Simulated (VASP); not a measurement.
Here is a VASP 6.6.1 calculation.

Contents of INCAR:

```
SYSTEM = IrPt
PREC     = Accurate       ! precision mode
ENCUT    = 520            ! plane-wave cutoff, eV
EDIFF    = 1E-6           ! SCF threshold, eV
ISMEAR   = 0              ! smearing method
SIGMA    = 0.1            ! smearing width, eV
LREAL    = .FALSE.        ! projectors in reciprocal space
LASPH    = .TRUE.         ! aspherical terms in the spheres
NELM     = 80             ! most SCF steps
ALGO     = Normal         ! electronic algorithm
ISIF     = 2              ! what is computed and relaxed
LWAVE    = .FALSE.        ! write WAVECAR
LCHARG   = .FALSE.        ! write CHGCAR
LDIPOL   = .TRUE.       
IDIPOL   = 3            
DIPOL    = 0.5 0.5 0.500
GGA      = PS             ! functional
NBANDS   = 27             ! bands
EFIELD   = -0.1
```

The input KPOINTS:

```
Automatic mesh
0
G
  7 7 1
  0 0 0
```

POSCAR

```
IrPt
1.0
    2.7848497978      0.0000000000      0.0000000000
    1.3924248967      2.4117506719      0.0000000000
    0.0000000000      0.0000000000     22.7495453800
Ir Pt
2 2
Direct
    0.0000000000      0.0000000000      0.3516553789
    0.6666666667      0.6666666667      0.5494482070
    0.3333333333      0.3333333333      0.4505517930
    0.0000000000      0.0000000000      0.6483446211
```

Potentials or basis: VASP PAW PBE potentials, release 64 (Ir, Pt).

Launch:

```console
$ cat potpaw_PBE.64/Ir/POTCAR potpaw_PBE.64/Pt/POTCAR > POTCAR
$ mpirun -np 1 vasp_std > vasp.out
```

Q: Predict the largest force.

A: 1.015 eV/Å.

Q: Estimate the band gap on the k mesh.

A: Zero (bands 19 and 20 overlap by 1.44 eV).

Forces in eV/Å, atoms in the order of the input:
```
Ir   0.000  0.000  1.015
Ir   0.000  0.000 -0.687
Pt   0.000  0.000 -0.040
Pt   0.000  0.000 -0.288
```

Caveat: the k points lie up to 0.37 Å⁻¹ apart, too coarse for converged energies and pressures of a metal; the PAW data sets were made with another functional, which shifts forces and pressure a little; spin-orbit coupling is left out, which moves the levels of the heavy elements.
